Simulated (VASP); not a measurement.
# Na (Pm-3m) in VASP: further runs, part 2 of 2

VASP 6.6.1. Earlier steps stand in the parts before.

## 3. Single point, PBEsol (strained)

Input file INCAR:

```
ALGO     = Normal         # electronic algorithm
EDIFF    = 1E-6           # SCF threshold, eV
ENCUT    = 520            # plane-wave cutoff, eV
GGA      = PS             # functional
ISIF     = 2              # what is computed and relaxed
ISMEAR   = 0              # smearing method
LASPH    = True           # aspherical terms in the spheres
LCHARG   = False          # write CHGCAR
LREAL    = False          # projectors in reciprocal space
LWAVE    = False          # write WAVECAR
NBANDS   = 10             # bands
NELM     = 100            # most SCF steps
PREC     = Accurate       # precision mode
SIGMA    = 0.1            # smearing width, eV
```

Input file KPOINTS:

```
k-points
0
Gamma
  6 6 6
```

Input file POSCAR:

```
Na
1.0
    7.1010912678      0.0000000000      0.0000000000
    0.0000000000      7.1010912678      0.0000000000
    0.0000000000      0.0000000000      7.1010912678
Na
1
Direct
    0.0000000000      0.0000000000      0.0000000000
```

Potentials or basis: VASP PAW PBE potentials, release 64 (Na_pv).

Run with:

```sh
$ cat potpaw_PBE.64/Na_pv/POTCAR > POTCAR
$ mpirun -np 1 vasp_std > vasp.out
```

OUTCAR:

```text
EDIFF = 1E-6
   ENCUT = 520
   GGA = PS
   ISIF = 2
   ISMEAR = 0
   LASPH = True
   LREAL = False
   NELM = 100
   PREC = Accurate

 ion  position               nearest neighbor table
   1  0.000  0.000  0.000-

  LATTYP: Found a simple cubic cell.
 ALAT       =     7.1010912678

  Lattice vectors:

 A1 = (   7.1010912678,   0.0000000000,   0.0000000000)
 A2 = (   0.0000000000,   7.1010912678,   0.0000000000)
 A3 = (   0.0000000000,   0.0000000000,   7.1010912678)

Analysis of symmetry for initial positions (statically):
=====================================================================
 Subroutine PRICEL returns:
 Original cell was already a primitive cell.

 Routine SETGRP: Setting up the symmetry group for a
 simple cubic supercell.

 Subroutine GETGRP returns: Found 48 space group operations
 (whereof 48 operations were pure point group operations)
 out of a pool of 48 trial point group operations.

The static configuration has the point symmetry O_h .

Analysis of symmetry for dynamics (positions and initial velocities):
=====================================================================
 Subroutine PRICEL returns:
 Original cell was already a primitive cell.

 Routine SETGRP: Setting up the symmetry group for a
 simple cubic supercell.

 Subroutine GETGRP returns: Found 48 space group operations
 (whereof 48 operations were pure point group operations)
 out of a pool of 48 trial point group operations.

The dynamic configuration has the point symmetry O_h .

 Subroutine INISYM returns: Found 48 space group operations
 (whereof 48 operations are pure point group operations),
 and found     1 'primitive' translations

----------------------------------------------------------------------------------------

[... 107 lines left out ...]
  Fermi-wavevector in a.u.,A,eV,Ry     =   0.441011  0.833389  2.646203  0.194490
  Thomas-Fermi vector in A             =   1.416050
   LORBIT       =      0    0 simple, 1 ext, 2 COOP (PROOUT), +10 PAW based schemes
   GGA     = PS    functional components
   LHFCALC =     F    Hartree Fock is set to
   AEXX    =    0.0000 exact exchange contribution
   IVDW    =     0    specifies the selected vdW correction
   LEPSILON=     F    determine dielectric tensor
   LRPA    =     F    only Hartree local field effects (RPA)
 non-spin polarized calculation
 Gauss-broadening in eV      SIGMA  =   0.10
  energy-cutoff  :      520.00
  volume of cell :      358.08
 maximum number of plane-waves:      9771
 NGX is ok and might be reduce to    54
   NGX = 27   NGY = 27   NGZ = 27

 number of electron       7.0000007 magnetization

 Free energy of the ion-electron system (eV)
  ---------------------------------------------------
  ext. energy  EPLUGINS =         0.00000000
  ---------------------------------------------------
  free energy    TOTEN  =        -0.17246515 eV

  energy without entropy =       -0.15130223  energy(sigma->0) =       -0.16188369

 E-fermi :  -2.3228     XC(G=0):  -2.3470

 val. band max:       -2.3242100881   @ k =   0.3333   0.3333   0.0000
 cond. band min:      -2.3146185571   @ k =   0.5000   0.1667   0.1667
 fundamental gap:      0.0095915310
 Fermi energy:        -2.3228035037

 k-point     1 :       0.0000    0.0000    0.0000
  band No.  band energies     occupation
      1     -28.4051      2.00000
      2     -28.4051      2.00000
      3     -28.4051      2.00000
      4      -2.7010      2.00000
      5       0.3563      0.00000
      6       0.3563      0.00000
      7       0.3563      0.00000
      8       0.6716      0.00000
      9       1.0746      0.00000
     10       1.0746      0.00000
[... 235 lines left out ...]
 k-point    20 :       0.5000    0.5000    0.5000
  band No.  band energies     occupation
      1     -28.4051      2.00000
      2     -28.4051      2.00000
      3     -28.4051      2.00000
      4      -1.9077      0.00000
      5      -0.4218      0.00000
      6      -0.4218      0.00000
      7      -0.4218      0.00000
      8       0.7502      0.00000
      9       0.7502      0.00000
     10       0.7502      0.00000

------------------------ aborting loop because EDIFF is reached ----------------------------------------

  FORCE on cell =-STRESS in cart. coord.  units (eV):
  Direction    XX          YY          ZZ          XY          YZ          ZX
  --------------------------------------------------------------------------------------
  -------------------------------------------------------------------------------------
  Total       -0.2869535     -0.2869535     -0.2869535      0.0000000     -0.0000000      0.0000000
  in kB       -1.2839463     -1.2839463     -1.2839463      0.0000000     -0.0000000      0.0000000
  external PRESSURE =      -1.2839463 kB  Pullay stress =       0.0000000 kB

 VOLUME and BASIS-vectors are now :
 -----------------------------------------------------------------------------
  energy-cutoff  :      520.00
  volume of cell :      358.08
      direct lattice vectors                 reciprocal lattice vectors
     7.101091268  0.000000000  0.000000000     0.140823426  0.000000000  0.000000000
     0.000000000  7.101091268  0.000000000     0.000000000  0.140823426  0.000000000
     0.000000000  0.000000000  7.101091268     0.000000000  0.000000000  0.140823426

 POSITION                                       TOTAL-FORCE (eV/Angst)
 -----------------------------------------------------------------------------------
      0.00000      0.00000      0.00000         0.000000      0.000000      0.000000
 -----------------------------------------------------------------------------------
    total drift:                                0.000000     -0.000000     -0.000000

  FREE ENERGIE OF THE ION-ELECTRON SYSTEM (eV)
  ---------------------------------------------------
  free  energy   TOTEN  =        -0.1724651518 eV

  energy  without entropy=       -0.1513022277  energy(sigma->0) =       -0.16188369
```

It took 73 s on 1 thread of Intel Xeon Platinum 8488C (Sapphire Rapids), shared host; peak memory 0.41 GiB.

Results:

```
Free energy            : -0.1725 eV
Pressure               : -0.1 GPa
Band gap on the k mesh : zero (an odd number of electrons rules out a gap without spin polarisation)
```

Levels at points of the mesh, in eV from the Fermi level:
```tsv
k point	band 1	band 2	band 3	band 4	band 5	band 6
(0.00, 0.00, 0.00)	-26.08	-26.08	-26.08	-0.38	2.68	2.68
(0.50, 0.00, 0.00)	-26.08	-26.08	-26.08	-0.10	1.24	2.93
(0.50, 0.50, 0.00)	-26.08	-26.08	-26.08	0.17	1.59	1.59
(0.50, 0.50, 0.50)	-26.08	-26.08	-26.08	0.42	1.90	1.90
```

Caveat: the cell differs from its parent crystal (strained); the nearest neighbours stand farther apart than a usual bond; the PAW data sets were made with another functional, which shifts forces and pressure a little.

## 4. Single point, PBEsol (strained)

Input file INCAR:

```
SYSTEM = Na
ALGO = Fast
EDIFF = 1E-7
ENCUT = 520
GGA = PS
ISIF = 2
ISMEAR = 0
LASPH = .True.
LCHARG = .False.
LREAL = .False.
LWAVE = .False.
NBANDS = 10
NELM = 100
PREC = Accurate
SIGMA = 0.1
```

Input file KPOINTS:

```
k-points
0
Gamma
  6 6 6
  0 0 0
```

Input file POSCAR:

```
Na
1.0
    7.1319939764      0.0000000000      0.0000000000
    0.0000000000      7.1319939764      0.0000000000
    0.0000000000      0.0000000000      7.1319939764
Na
1
Direct
    0.0000000000      0.0000000000      0.0000000000
```

Run with:

```sh
$ cat potpaw_PBE.64/Na_pv/POTCAR > POTCAR
$ mpirun -np 1 vasp_std > vasp.out
```

Run time: 1.8 min. Hardware: 1 thread of Intel Xeon Platinum 8488C (Sapphire Rapids), shared host; peak memory 0.4 GiB.

Results (log left out):

```yaml
Free_energy: -0.1688 eV
Pressure: -0.1 GPa
Band_gap_on_the_k_mesh: zero (an odd number of electrons rules out a gap without spin polarisation)
```

Levels at points of the mesh, in eV from the Fermi level:
| k point | band 1 | band 2 | band 3 | band 4 | band 5 | band 6 | band 7 | band 8 |
| --- | --- | --- | --- | --- | --- | --- | --- | --- |
| (0.00, 0.00, 0.00) | -26.08 | -26.08 | -26.08 | -0.37 | 2.67 | 2.67 | 2.67 | 2.98 |
| (0.50, 0.00, 0.00) | -26.08 | -26.08 | -26.08 | -0.10 | 1.25 | 2.92 | 2.92 | 3.56 |
| (0.50, 0.50, 0.00) | -26.08 | -26.08 | -26.08 | 0.16 | 1.59 | 1.59 | 2.63 | 3.14 |
| (0.50, 0.50, 0.50) | -26.08 | -26.08 | -26.08 | 0.40 | 1.90 | 1.90 | 1.90 | 3.07 |

Caveat: the cell differs from its parent crystal (strained); the nearest neighbours stand farther apart than a usual bond; the PAW data sets were made with another functional, which shifts forces and pressure a little.

## 5. The runs side by side

| cell | gap on the mesh (eV) | pressure (GPa) |
| --- | --- | --- |
| a = 7.071 Å, 1 atom | none | -0.1 |
| a = 7.101 Å, 1 atom | none | -0.1 |
| a = 7.132 Å, 1 atom | none | -0.1 |

Alike in all rows: task single point; level PBEsol; potentials or basis VASP PAW PBE potentials, release 64 (Na_pv); no spin polarisation; k mesh 6 × 6 × 6; cutoff (eV) 520; smearing gaussian 0.1 eV.

Caveats: the nearest neighbours stand farther apart than a usual bond; the PAW data sets were made with another functional, which shifts forces and pressure a little.

Absolute energies hang on the potentials; compare differences alone.
